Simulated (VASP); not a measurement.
# Eu (Im-3m) in VASP: further runs

Eu is run at these levels: r2SCAN, PBE; tasks: single point.

All numbers are computed with VASP 6.6.1; they aren't measurements. Logs are shortened: lines on timing, memory, paths and dates and some standing lists are left out, and cuts for length are marked.

## 1. The cell of the first run

The structure is cubic, space group Im-3m (No. 229). The conventional cell has a = 4.454 Å, b = 4.454 Å, c = 4.454 Å, α = 90.00°, β = 90.00°, γ = 90.00°. Eu (site symmetry m-3m) has 14 Eu at 3.86 to 4.45 Å within 5.1 Å.

## 2. Single point, r2SCAN, collinear spin, ferromagnetic start

File POSCAR:

```
Eu
1.0
   -2.2272396413      2.2272396413      2.2272396413
    2.2272396413     -2.2272396413      2.2272396413
    2.2272396413      2.2272396413     -2.2272396413
Eu
1
Direct
    0.0000000000      0.0000000000      0.0000000000
```

File INCAR.step1:

```
SYSTEM = Eu
PREC     = Accurate       ! precision mode
ENCUT    = 520            ! plane-wave cutoff, eV
ISMEAR   = -5             ! smearing method
SIGMA    = 0.05           ! smearing width, eV
LREAL    = .False.        ! projectors in reciprocal space
LASPH    = .True.         ! aspherical terms in the spheres
NELM     = 150            ! most SCF steps
ISPIN    = 2              ! spin polarisation
MAGMOM   = 8              ! initial moments
LMAXMIX  = 6              ! l up to which the mixer works
GGA      = PE             ! functional
ALGO     = Normal         ! electronic algorithm
EDIFF    = 1E-4           ! SCF threshold, eV
LWAVE    = .True.         ! write WAVECAR
LCHARG   = .False.        ! write CHGCAR
```

File INCAR.step2:

```
SYSTEM = Eu
PREC     = Accurate       ! precision mode
ENCUT    = 520            ! plane-wave cutoff, eV
EDIFF    = 1E-6           ! SCF threshold, eV
ISMEAR   = 0              ! smearing method
SIGMA    = 0.05           ! smearing width, eV
LREAL    = .False.        ! projectors in reciprocal space
LASPH    = .True.         ! aspherical terms in the spheres
NELM     = 150            ! most SCF steps
ALGO     = Normal         ! electronic algorithm
ISIF     = 2              ! what is computed and relaxed
LWAVE    = .False.        ! write WAVECAR
LCHARG   = .False.        ! write CHGCAR
ISPIN    = 2              ! spin polarisation
MAGMOM   = 8              ! initial moments
LORBIT   = 11             ! projections on sites
LMAXMIX  = 6              ! l up to which the mixer works
METAGGA  = R2SCAN         ! meta-GGA
LMIXTAU  = .True.       
ISTART   = 1
```

File KPOINTS:

```
Automatic mesh
0
Gamma
  14 14 14
  0 0 0
```

Potentials or basis: VASP PAW PBE potentials, release 64 (Eu).

Launch:

```
$ cat potpaw_PBE.64/Eu/POTCAR > POTCAR
$ cp INCAR.step1 INCAR
$ mpirun -np 1 vasp_std > vasp.out
$ cp INCAR.step2 INCAR
$ mpirun -np 1 vasp_std > vasp.out
```

OUTCAR:

```text
SYSTEM = Eu
   PREC = Accurate
   ENCUT = 520
   EDIFF = 1E-6
   ISMEAR = 0
   LREAL = .False.
   LASPH = .True.
   NELM = 150
   ISIF = 2
   ISPIN = 2
   LORBIT = 11
   METAGGA = R2SCAN
   ISTART = 1

 ion  position               nearest neighbor table
   1  0.000  0.000  0.000-

  LATTYP: Found a body centered cubic cell.
 ALAT       =     4.4544792826

  Lattice vectors:

 A1 = (  -2.2272396413,   2.2272396413,   2.2272396413)
 A2 = (   2.2272396413,  -2.2272396413,   2.2272396413)
 A3 = (   2.2272396413,   2.2272396413,  -2.2272396413)

Analysis of symmetry for initial positions (statically):
=====================================================================
 Subroutine PRICEL returns:
 Original cell was already a primitive cell.

 Routine SETGRP: Setting up the symmetry group for a
 body centered cubic supercell.

 Subroutine GETGRP returns: Found 48 space group operations
 (whereof 48 operations were pure point group operations)
 out of a pool of 48 trial point group operations.

The static configuration has the point symmetry O_h .

Analysis of symmetry for dynamics (positions and initial velocities):
=====================================================================
 Subroutine PRICEL returns:
 Original cell was already a primitive cell.

 Routine SETGRP: Setting up the symmetry group for a
 body centered cubic supercell.

 Subroutine GETGRP returns: Found 48 space group operations
 (whereof 48 operations were pure point group operations)
 out of a pool of 48 trial point group operations.

The dynamic configuration has the point symmetry O_h .

Analysis of structural, dynamic, and magnetic symmetry:
=====================================================================
 Subroutine PRICEL returns:
 Original cell was already a primitive cell.

 Routine SETGRP: Setting up the symmetry group for a
 body centered cubic supercell.

 Subroutine GETGRP returns: Found 48 space group operations
 (whereof 48 operations were pure point group operations)
 out of a pool of 48 trial point group operations.

The overall configuration has the point symmetry O_h .

 Subroutine INISYM returns: Found 48 space group operations
 (whereof 48 operations are pure point group operations),
 and found     1 'primitive' translations

----------------------------------------------------------------------------------------

                                     Primitive cell

  volume of cell :      44.1937

  direct lattice vectors                    reciprocal lattice vectors
[... 102 lines left out ...]
   IALGO  =     38    algorithm
   IMIX   =      4    mixing-type and parameters
     AMIX     =   0.40;   BMIX     =  1.00
     AMIX_MAG =   1.60;   BMIX_MAG =  1.00
  volume/ion in A,a.u.               =      44.19       298.23
  Fermi-wavevector in a.u.,A,eV,Ry     =   1.190614  2.249934 19.287087  1.417561
  Thomas-Fermi vector in A             =   2.326694
   LORBIT       =     11    0 simple, 1 ext, 2 COOP (PROOUT), +10 PAW based schemes
   METAGGA = R2SCAN    functional components
   LHFCALC =     F    Hartree Fock is set to
   AEXX    =    0.0000 exact exchange contribution
   IVDW    =     0    specifies the selected vdW correction
   LEPSILON=     F    determine dielectric tensor
   LRPA    =     F    only Hartree local field effects (RPA)
 spin polarized calculation
 Gauss-broadening in eV      SIGMA  =   0.05
  energy-cutoff  :      520.00
  volume of cell :       44.19
 maximum number of plane-waves:      1208
 NGX is ok and might be reduce to    30

 number of electron      16.9999996 magnetization       7.7746930

 Free energy of the ion-electron system (eV)
  ---------------------------------------------------
  ext. energy  EPLUGINS =         0.00000000
  ---------------------------------------------------
  free energy    TOTEN  =       -39.66237213 eV

  energy without entropy =      -39.66026327  energy(sigma->0) =      -39.66131770

 E-fermi :   1.9512     XC(G=0):  -9.0689

 val. band max:        1.9500674092   @ k =   0.2857   0.2143   0.1429
 cond. band min:       1.9626224094   @ k =  -0.3571  -0.3571   0.0714
 fundamental gap:      0.0125550002
 Fermi energy:         1.9511941838

 spin component 1

 k-point     1 :       0.0000    0.0000    0.0000
  band No.  band energies     occupation
      1     -41.2308      1.00000
      2     -19.2175      1.00000
      3     -19.2175      1.00000
      4     -19.2175      1.00000
      5      -2.9082      1.00000
      6       1.3294      1.00000
[... 435 lines left out ...]
      5       1.0381      1.00000
      6       1.2629      1.00000
[... 8 lines left out ...]
     15       5.6784      0.00000
     16       5.9882      0.00000

 [... further k-points ...]

 spin component 2

 k-point     1 :       0.0000    0.0000    0.0000
  band No.  band energies     occupation
      1     -37.4590      1.00000
      2     -16.4835      1.00000
      3     -16.4835      1.00000
      4     -16.4835      1.00000
      5      -1.2156      1.00000
      6       5.1810      0.00000
[... 435 lines left out ...]
      5       2.6388      0.00000
      6       3.2731      0.00000
[... 8 lines left out ...]
     15       8.0615      0.00000
     16       8.0652      0.00000

 [... further k-points ...]

------------------------ aborting loop because EDIFF is reached ----------------------------------------

  FORCE on cell =-STRESS in cart. coord.  units (eV):
  Direction    XX          YY          ZZ          XY          YZ          ZX
  --------------------------------------------------------------------------------------
  -------------------------------------------------------------------------------------
  Total       -0.1095490     -0.1095490     -0.1095490      0.0000000      0.0000000      0.0000000
  in kB       -3.9715323     -3.9715323     -3.9715323      0.0000000      0.0000000      0.0000000
  external PRESSURE =      -3.9715323 kB  Pullay stress =       0.0000000 kB

 VOLUME and BASIS-vectors are now :
 -----------------------------------------------------------------------------
  energy-cutoff  :      520.00
  volume of cell :       44.19
      direct lattice vectors                 reciprocal lattice vectors
    -2.227239641  2.227239641  2.227239641     0.000000000  0.224493131  0.224493131
     2.227239641 -2.227239641  2.227239641     0.224493131  0.000000000  0.224493131
     2.227239641  2.227239641 -2.227239641     0.224493131  0.224493131  0.000000000

 POSITION                                       TOTAL-FORCE (eV/Angst)
 -----------------------------------------------------------------------------------
      0.00000      0.00000      0.00000        -0.000000     -0.000000      0.000000
 -----------------------------------------------------------------------------------
    total drift:                               -0.000000     -0.000000      0.000000

  FREE ENERGIE OF THE ION-ELECTRON SYSTEM (eV)
  ---------------------------------------------------
  free  energy   TOTEN  =       -39.6623721278 eV

  energy  without entropy=      -39.6602632738  energy(sigma->0) =      -39.66131770

 total charge

# of ion       s       p       d       f       tot
--------------------------------------------------
    1        2.080   5.765   0.267   6.680  14.791

 magnetization (x)

# of ion       s       p       d       f       tot
--------------------------------------------------
    1       -0.010  -0.149   0.191   6.679   6.711
```

OUTCAR.step1:

```text
SYSTEM = Eu
   PREC = Accurate
   ENCUT = 520
   ISMEAR = -5
   LREAL = .False.
   LASPH = .True.
[... 1153 lines left out ...]
 -----------------------------------------------------------------------------------
      0.00000      0.00000      0.00000        -0.000000      0.000000      0.000000
 -----------------------------------------------------------------------------------
    total drift:                                0.000000     -0.000000      0.000000

  FREE ENERGIE OF THE ION-ELECTRON SYSTEM (eV)
  ---------------------------------------------------
  free  energy   TOTEN  =       -11.4316238297 eV

  energy  without entropy=      -11.4316238297  energy(sigma->0) =      -11.43162383
```

Run time: 5.5 min. Hardware: 1 thread of Intel Xeon 6975P-C (Granite Rapids), shared host; peak memory 0.3 GiB.

What came out:

```yaml
Free_energy: -39.6624 eV
Pressure: -0.4 GPa
Net_moment: 7.77 μB per cell
Site_moments: Eu +6.71 μB
Valence_electrons_inside_the_program's_atomic_spheres: Eu 14.79
```

Caveat: the PAW data sets were made with another functional, which shifts forces and pressure a little; spin-orbit coupling is left out, which moves the levels of the heavy elements; semilocal functionals describe open f shells poorly, which spoils levels, moments and volumes. The state reached can hang on the start; a lower one may exist.

(Part 1 of 2 ends here.)
